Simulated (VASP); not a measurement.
Set up this calculation in VASP 6.6.1, as the native input.

```yaml
Task: relaxation of cell and atoms
Functional: PBE
Potentials_or_basis: VASP PAW PBE potentials, release 64 (Ru_pv)
Cutoff: 600 eV
k_mesh: 26 × 26 × 26
Occupations: gaussian, width 0.1 eV
Spin: no spin polarisation
Dipole_correction: no
Further_INCAR_settings: ALGO = Normal; EDIFF = 1e-06; IBRION = 2; EDIFFG = -0.01; NSW = 100; ISIF = 3
```

The structure of Ru lies in POSCAR:

```
Ru
1.0
   -1.6148603772      1.6148603772      1.3665915819
    1.6148603772     -1.6148603772      1.3665915819
    1.6148603772      1.6148603772     -1.3665915819
Ru
1
Direct
    0.5000000000      0.5000000000      0.0000000000
```

One way to write it, as run:

INCAR

```
PREC = Accurate ; ENCUT = 600
EDIFF = 1E-6 ; ISMEAR = 0
SIGMA = 0.1 ; LREAL = False
LASPH = True ; NELM = 100
ALGO = Normal ; ISIF = 3
LWAVE = False ; LCHARG = False
GGA = PE ; IBRION = 2
NSW = 100 ; EDIFFG = -0.01
```

KPOINTS

```
Automatic mesh
0
Gamma
  26 26 26
```

Potentials or basis: VASP PAW PBE potentials, release 64 (Ru_pv).

Launch:

```sh
$ cat potpaw_PBE.64/Ru_pv/POTCAR > POTCAR
$ mpirun -np 1 vasp_std > vasp.out
```

Results of the run:

The relaxed volume is 14.25 Å³/atom. The relaxed cell is a = 2.661 Å, b = 2.661 Å, c = 2.661 Å, α = 105.29°, β = 105.29°, γ = 118.20° and the space group after relaxing (to 0.05 Å) is I4/mmm (No. 139). The energy gained by relaxing is 0.0 meV/atom. The ionic steps are 5 and the pressure after relaxing is 0.0 GPa. The band gap on the k mesh is zero (band 7 reaches 13.81 eV, above the bottom of band 8 at 10.33 eV).

It took 9.7 min on 1 thread of Intel(R) Xeon(R) Platinum 8375C CPU @ 2.90GHz (Ice Lake), with other jobs on the host, peak memory 0.38 GiB.
